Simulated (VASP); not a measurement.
# BN (P6_3/mmc) in VASP: notebook, part 2 of 2

VASP 6.6.1. The steps go on from the part before.

## Step 3: Electric field gradients, PBEsol (volume scaled by 0.99)

INCAR

```
SYSTEM = BN
PREC = Accurate
ENCUT = 520
EDIFF = 1E-8
ISMEAR = -1
SIGMA = 0.02
LREAL = .FALSE.
LASPH = .TRUE.
NELM = 100
ALGO = Normal
ISIF = 2
LWAVE = .FALSE.
LCHARG = .FALSE.
GGA = PS
LEFG = .TRUE.
NBANDS = 16
```

KPOINTS

```
Automatic mesh
0
G
  11 11 4
  0 0 0
```

POSCAR

```
BN
1.0
    2.4956170876      0.0000000000      0.0000000000
   -1.2478085438      2.1612677960      0.0000000000
    0.0000000000      0.0000000000      6.6389215727
B N
2 2
Direct
    0.3333333333      0.6666666667      0.2500000000
    0.6666666667      0.3333333333      0.7500000000
    0.3333333333      0.6666666667      0.7500000000
    0.6666666667      0.3333333333      0.2500000000
```

Potentials or basis: VASP PAW PBE potentials, release 64 (B, N).

On the command line:

```bash
$ cat potpaw_PBE.64/B/POTCAR potpaw_PBE.64/N/POTCAR > POTCAR
$ mpirun -np 1 vasp_std > vasp.out
```

OUTCAR:

```text
SYSTEM = BN
   PREC = Accurate
   ENCUT = 520
   EDIFF = 1E-8
   ISMEAR = -1
   LREAL = .FALSE.
   LASPH = .TRUE.
   NELM = 100
   ISIF = 2
   GGA = PS

 ion  position               nearest neighbor table
   1  0.333  0.667  0.250-   4 1.44   4 1.44   4 1.44
   2  0.667  0.333  0.750-   3 1.44   3 1.44   3 1.44
   3  0.333  0.667  0.750-   2 1.44   2 1.44   2 1.44
   4  0.667  0.333  0.250-   1 1.44   1 1.44   1 1.44

  LATTYP: Found a hexagonal cell.
 ALAT       =     2.4956170876
 C/A-ratio  =     2.6602324554

  Lattice vectors:

 A1 = (   2.4956170876,   0.0000000000,   0.0000000000)
 A2 = (  -1.2478085438,   2.1612677960,   0.0000000000)
 A3 = (   0.0000000000,   0.0000000000,   6.6389215727)

Analysis of symmetry for initial positions (statically):
=====================================================================
 Subroutine PRICEL returns:
 Original cell was already a primitive cell.

 Routine SETGRP: Setting up the symmetry group for a
 hexagonal supercell.

 Subroutine GETGRP returns: Found 24 space group operations
 (whereof 12 operations were pure point group operations)
 out of a pool of 24 trial point group operations.

The static configuration has the point symmetry D_3d.
 The point group associated with its full space group is D_6h.

Analysis of symmetry for dynamics (positions and initial velocities):
=====================================================================
 Subroutine PRICEL returns:
 Original cell was already a primitive cell.

 Routine SETGRP: Setting up the symmetry group for a
 hexagonal supercell.

[... 171 lines left out ...]
      6       0.9399      2.00000
[... 433 lines left out ...]
      3      -2.5157      2.00000
      4      -2.4388      2.00000
      5      -2.2609      2.00000
      6      -0.9442      2.00000
[... 8 lines left out ...]
     15      17.2080      0.00000
     16      17.2317      0.00000

 [... further k-points ...]
[... 5 lines left out ...]
  --------------------------------------------------------------------------------------
  -------------------------------------------------------------------------------------
  Total        0.9959202      0.9959202      0.1755804      0.0000000      0.0000000      0.0000000
  in kB       44.5606016     44.5606016      7.8560207      0.0000000      0.0000000      0.0000000
  external PRESSURE =      32.3257413 kB  Pullay stress =       0.0000000 kB

 VOLUME and BASIS-vectors are now :
 -----------------------------------------------------------------------------
  energy-cutoff  :      520.00
  volume of cell :       35.81
      direct lattice vectors                 reciprocal lattice vectors
     2.495617088  0.000000000  0.000000000     0.400702498  0.231345695  0.000000000
    -1.247808544  2.161267796  0.000000000     0.000000000  0.462691390  0.000000000
     0.000000000  0.000000000  6.638921573     0.000000000  0.000000000  0.150626874

 POSITION                                       TOTAL-FORCE (eV/Angst)
 -----------------------------------------------------------------------------------
     -0.00000      1.44085      1.65973        -0.000000      0.000000      0.000000
      1.24781      0.72042      4.97919         0.000000     -0.000000      0.000000
     -0.00000      1.44085      4.97919         0.000000     -0.000000      0.000000
      1.24781      0.72042      1.65973         0.000000      0.000000      0.000000
 -----------------------------------------------------------------------------------
    total drift:                                0.000000     -0.000000      0.000000

  FREE ENERGIE OF THE ION-ELECTRON SYSTEM (eV)
  ---------------------------------------------------
  free  energy   TOTEN  =       -36.5611171314 eV

  energy  without entropy=      -36.5611171314  energy(sigma->0) =      -36.56111713

 Electric field gradients (V/A^2)
---------------------------------------------------------------------
 ion       V_xx      V_yy      V_zz      V_xy      V_xz      V_yz
---------------------------------------------------------------------
   1     -17.452   -17.452    34.904     0.000    -0.000     0.000
   2     -17.452   -17.452    34.904     0.000     0.000    -0.000
   3      -2.597    -2.597     5.194    -0.001     0.000    -0.000
   4      -2.597    -2.597     5.194    -0.001    -0.000     0.000
---------------------------------------------------------------------

 Electric field gradients after diagonalization (V/A^2)
 (convention: |V_zz| > |V_xx| > |V_yy|)
----------------------------------------------------------------------
 ion       V_xx      V_yy      V_zz     asymmetry (V_yy - V_xx)/ V_zz
----------------------------------------------------------------------
   1     -17.452   -17.452    34.904       0.000
   2     -17.452   -17.452    34.904       0.000
   3      -2.597    -2.596     5.194       0.000
   4      -2.597    -2.596     5.194       0.000
----------------------------------------------------------------------

           NMR quadrupolar parameters

 Cq : quadrupolar parameter    Cq=e*Q*V_zz/h
 eta: asymmetry parameters     (V_yy - V_xx)/ V_zz
 Q  : nuclear electric quadrupole moment in mb (millibarn)
----------------------------------------------------------------------
 ion       Cq(MHz)       eta       Q (mb)
----------------------------------------------------------------------
   1       0.084       0.000       1.000
   2       0.084       0.000       1.000
   3       0.013       0.000       1.000
   4       0.013       0.000       1.000
----------------------------------------------------------------------
```

stdout:

```text
POSCAR found type information on POSCAR B N
 POSCAR found :  2 types and       4 ions
 scaLAPACK will be used
 -----------------------------------------------------------------------------
|                                                                             |
|                                                                             |
|     You enforced a specific xc type in the INCAR file but a different       |
|     I HOPE YOU KNOW WHAT YOU ARE DOING!                                     |
|                                                                             |
 -----------------------------------------------------------------------------

 LDA part: xc-table for (Slater+PW92), standard interpolation
 POSCAR, INCAR and KPOINTS ok, starting setup
 FFT: planning ... GRIDC
 FFT: planning ... GRID_SOFT
 FFT: planning ... GRID
 WAVECAR not read
 entering main loop
ion   1

ion   2

ion   3

ion   4
```

Run time: 71 s. Hardware: 1 thread of AMD EPYC 7R13, shared host; peak memory 0.13 GiB.

Results:

| Property | Result |
| --- | --- |
| Free energy | -36.5611 eV |
| Pressure | 3.2 GPa |
| Band gap on the k mesh | 4.24 eV, indirect (least direct gap 4.62 eV) |

Stress tensor (GPa, compression positive):
```
4.46 0.00 0.00
0.00 4.46 0.00
0.00 0.00 0.79
```

Electric field gradients, principal values (V/Å²):
```
atom    least   middle  greatest (by size)
 1 B  -17.452  -17.452              34.904
 2 B  -17.452  -17.452              34.904
 3 N   -2.596   -2.597               5.194
 4 N   -2.596   -2.597               5.194
```

Caveat: without QUAD_EFG the Cq values of the log hold for a quadrupole moment of 1 mb, not for the nuclei; the PAW data sets were made with another functional, which shifts forces and pressure a little; this functional lacks dispersion, which binds the layers, so the pressure and a relaxed spacing across them are unreliable. A k mesh can miss the band edges.
